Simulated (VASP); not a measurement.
H4CSO2: single point with PBE+D3(BJ)

System: H4CSO2.

```xyz
40
Lattice="8.8152 0.0000 0.0000 0.0000 8.8152 0.0000 0.0000 0.0000 8.8152" Properties=species:S:1:pos:R:3 pbc="T T T"
S     3.7401    2.3945    3.8570
S     7.5942    4.2438    3.4828
S     1.1173   -1.1829    0.6540
S     5.1151    5.2652    7.6572
S     2.1796    7.3899    4.3712
O     4.4635    2.3133    5.1476
O     4.3620    3.0102    2.6932
O     8.1476    5.5106    3.0015
O     7.6057    3.9752    4.9243
O     0.0099   -0.3004    0.6107
O     2.0986   -1.0047   -0.4056
O     3.6865    5.3019    7.7847
O     5.8954    5.9099    8.7383
O     2.1862    8.3821    3.3394
O     1.8034    6.0495    4.1330
C     6.1719    2.7124    8.5294
C     1.2681    3.1919    0.8381
C     1.3142    2.3264    6.2058
C     5.8568    8.3396    2.9716
C     7.6957    7.6548    6.4024
H     5.7800    2.3869    7.5606
H     6.9138    3.5198    8.6472
H     6.6046    1.8242    9.0611
H     5.4551    2.9040    9.2655
H     1.6382    2.6783   -0.0361
H     0.4800    3.8926    0.6590
H     2.2046    3.6675    1.2278
H     0.8309    2.4353    1.5234
H     0.2690    2.1633    6.4595
H     1.6369    1.6808    5.3864
H     1.8117    2.0214    7.1216
H     1.2601    3.4038    5.8178
H     6.8908    7.9019    3.0943
H     5.4556    8.8817    3.8867
H     5.1735    7.5267    2.5716
H     6.0260    9.1059    2.1812
H     8.5251    7.8104    7.1293
H     6.6976    7.5160    6.9864
H     7.9221    6.6605    5.8897
H     7.5426    8.5005    5.7932
```

```yaml
Program: VASP 6.6.1
Task: single point
Functional: PBE
Dispersion: D3(BJ)
Potentials_or_basis: VASP PAW PBE potentials, release 64 (S, O, C, H)
Cutoff: 520 eV
k_mesh: 1 × 1 × 1
Occupations: fermi-dirac, width 0.05 eV
Spin: no spin polarisation
Dipole_correction: no
Further_INCAR_settings: LREAL = Auto; ALGO = Normal; EDIFF = 1e-06; NBANDS = 91
```

- Pressure: -0.4 GPa
- Largest force: 3.239 eV/Å
- Band gap on the k mesh: 2.89 eV
- Dispersion energy per atom: -0.042 eV

Forces on the atoms (eV/Å):
```
S    0.484 -0.036  1.088
S    0.318  0.434  0.477
S    1.619 -1.013 -0.531
S    1.432  0.955  1.161
S    0.678  1.206  2.107
O   -0.524  0.230 -1.603
O    0.168 -0.035  0.496
O   -0.467 -0.676  0.243
O   -0.063  0.261 -0.862
O   -1.715  1.218  0.401
O    0.104 -0.141  0.252
O   -0.873 -0.171 -0.074
O   -0.738 -0.650 -1.064
O   -0.117  0.577 -1.162
O   -0.368 -1.805 -0.734
C    1.731 -1.396  0.839
C    1.104 -0.591  1.120
C   -1.040  0.940 -0.777
C    0.345 -0.010 -0.329
C   -0.775 -2.504  1.903
H    0.211  0.450 -0.025
H   -0.053 -0.322 -0.829
H    0.298  0.156 -0.789
H   -2.026  0.742  0.816
H   -0.405 -0.128 -0.521
H   -0.331  0.751 -0.539
H   -0.922 -0.094  0.246
H    0.508  0.191 -0.027
H   -0.502 -0.494 -0.289
H   -0.229 -0.177 -0.039
H    0.766  0.672 -0.072
H    0.910 -1.114  1.011
H   -1.015  0.262  0.421
H    0.549 -0.934 -0.790
H    0.565  0.927  0.490
H   -0.418 -0.317  0.191
H   -0.647  0.171 -0.422
H    1.692  0.191 -0.701
H   -0.398  1.315  0.127
H    0.144  0.961 -1.208
```

Stress tensor (GPa, compression positive):
```
-0.07 -0.58 -0.15
-0.58 -0.20 -0.06
-0.15 -0.06 -1.00
```

Levels at points of the mesh, in eV from the valence-band top:
| k point | band 61 | band 62 | band 63 | band 64 | band 65 | band 66 | band 67 | band 68 | band 69 | band 70 |
| --- | --- | --- | --- | --- | --- | --- | --- | --- | --- | --- |
| (0.00, 0.00, 0.00) | -0.50 | -0.47 | -0.29 | -0.01 | 0.00 | 2.89 | 2.98 | 3.09 | 3.45 | 3.60 |

It took 3.8 min on 1 thread of Intel(R) Xeon(R) Platinum 8488C (Sapphire Rapids) (shared host), peak memory 0.67 GiB.

Caveat: the k points lie up to 0.71 Å⁻¹ apart.
